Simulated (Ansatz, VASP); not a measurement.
CdS in VASP and in Ansatz

INCAR

```
SYSTEM = CdS
  ALGO = Normal
  EDIFF = 1E-6
  ENCUT = 520
  GGA = PS
  GGA_COMPAT = .False.
  ISIF = 2
  ISMEAR = 0
  LASPH = .True.
  LCHARG = .False.
  LORBIT = 11
  LORBMOM = .True.
  LREAL = .False.
  LSORBIT = .True.
  LWAVE = .False.
  MAGMOM = 0 0 0 0 0 0 0 0 0 0 0 0
  NBANDS = 50
  NELM = 150
  PREC = Accurate
  SIGMA = 0.01
```

File KPOINTS:

```
k-points
0
Gamma
  6 6 4
  0 0 0
```

Contents of POSCAR:

```
CdS
1.0
    4.1238575649      0.0000000000      0.0000000000
   -2.0619287824      3.5713654128      0.0000000000
    0.0000000000      0.0000000000      6.7096909191
Cd S
2 2
Direct
    0.3333333333      0.6666666667     -0.0007769940
    0.6666666667      0.3333333333      0.4992230060
    0.3333333333      0.6666666667      0.3757769940
    0.6666666667      0.3333333333      0.8757769940
```

Input for Ansatz:

```yaml
crystal:
  lattice:
    - [4.12385756491, 0.0, 0.0]
    - [-2.06192878245, 3.5713654128, 0.0]
    - [0.0, 0.0, 6.7096909191]
  atoms:
    - { symbol: Cd, position: [0.333333333333, 0.666666666667, -0.00077699401] }
    - { symbol: Cd, position: [0.666666666667, 0.333333333333, 0.49922300599] }
    - { symbol: S, position: [0.333333333333, 0.666666666667, 0.37577699401] }
    - { symbol: S, position: [0.666666666667, 0.333333333333, 0.87577699401] }
kpoints:
  mp_grid: { grid: [6, 6, 4] }
scf:
  occupations: { method: fixed }
hamiltonian:
  xc: pbesol
  pseudopotentials: { kind: all_electron, lapw: { basis_error: 0.001 } }
magnetization:
  noncollinear: true
  spin_orbit: true
output:
  forces: true
  stress: true
  eigenvalues: true
  eigenstates:
    nscf_kmesh: { grid: [10, 10, 6] }
    de_dk: true
    e_range: [-9, 11.09287837348]
checkpoint:
  write: ck
  write_wavefunctions: false
```

Alike in both runs: task single point; functional PBEsol; k mesh 6 × 6 × 4; non-collinear spin, spin-orbit coupling.

|  | VASP | Ansatz |
| --- | --- | --- |
| version | VASP 6.6.1 | Ansatz 0.2.0 |
| potentials or method | VASP PAW PBE potentials, release 64 (Cd, S), cutoff 520 eV | all-electron LAPW |
| occupations | gaussian, width 0.01 eV | fixed |

|  | VASP | Ansatz | Ansatz less VASP |
| --- | --- | --- | --- |
| pressure (GPa) | 0.4 | 0.0 | -0.41 |
| net moment per atom (μB) | 0.00 | 0.00 | 0.000 |

VASP's potentials were made for PBE, not for PBEsol. Ansatz ran all-electron here, and VASP with PAW potentials.
